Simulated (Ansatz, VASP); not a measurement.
## Rb4S3: VASP beside Ansatz

```
Rb S
1.0
     6.25368    0.00000    0.00000
     0.00000    6.25368    0.00000
     0.00000    0.00000    6.25368
Rb S
4 3
Cartesian
  0.0000 3.1268 3.1268
  3.1268 0.0000 3.1268
  3.1268 3.1268 0.0000
  3.1268 3.1268 3.1268
  3.1268 0.0000 0.0000
  0.0000 3.1268 0.0000
  0.0000 0.0000 3.1268
```

Alike in both runs: task relaxation of cell and atoms; functional PBE; k mesh 4 × 4 × 4; occupations gaussian, width 0.1 eV; no spin polarisation.

|  | VASP | Ansatz |
| --- | --- | --- |
| version | VASP 6.6.1 | Ansatz 0.2.0 |
| potentials or method | VASP PAW PBE potentials, release 64 (Rb_sv, S), cutoff 600 eV | scalar-relativistic, plane waves, PAW |
| valence electrons in the cell | 54 | 54 |

|  | VASP | Ansatz | Ansatz less VASP |
| --- | --- | --- | --- |
| gap on the k mesh at the Fermi level, each at its own relaxed structure (eV) | none | none | - |
| relaxed volume (Å³/atom) | 42.89 | 41.90 | -0.997 |
| relaxed length of the cell vector where the two differ most in proportion (Å) | 6.696 | 6.644 | -0.0523 |

A gap of «none» marks a metal or a gap that the smearing closes.

Noted on VASP's run: the volume moved by over 15 % at a fixed basis, so the end points are rough.
